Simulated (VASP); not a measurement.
A run of VASP 6.6.1:

Contents of INCAR:

```
SYSTEM = Al
ALGO = Fast ; EDIFF = 1E-6
ENCUT = 520 ; GGA = PE
ISIF = 2 ; ISMEAR = 0
LASPH = .TRUE. ; LCHARG = .TRUE.
LELF = .TRUE. ; LREAL = .FALSE.
LVHAR = .TRUE. ; LWAVE = .FALSE.
NBANDS = 8 ; NELM = 80
PREC = Accurate ; SIGMA = 0.15
```

File KPOINTS:

```
k-points
0
G
  22 22 22
  0 0 0
```

The input POSCAR:

```
Al
1.0
   -1.5021558374      1.5021558374      2.0255069312
    1.5021558374     -1.5021558374      2.0255069312
    1.5021558374      1.5021558374     -2.0255069312
Al
1
Direct
    0.0000000000      0.0000000000      0.0000000000
```

Potentials or basis: VASP PAW PBE potentials, release 64 (Al).

Launch:

```sh
$ cat potpaw_PBE.64/Al/POTCAR > POTCAR
$ mpirun -np 1 vasp_std > vasp.out
```

Hardware: 1 thread of AMD EPYC 7R43 64-Core Processor (Zen 3) (shared host).

How long does it take, and how much memory?

Run time: 110 s on 1 thread of AMD EPYC 7R43 64-Core Processor (Zen 3), on a shared host, peak memory 0.18 GiB. Counts: scf iterations 10, k points 834.
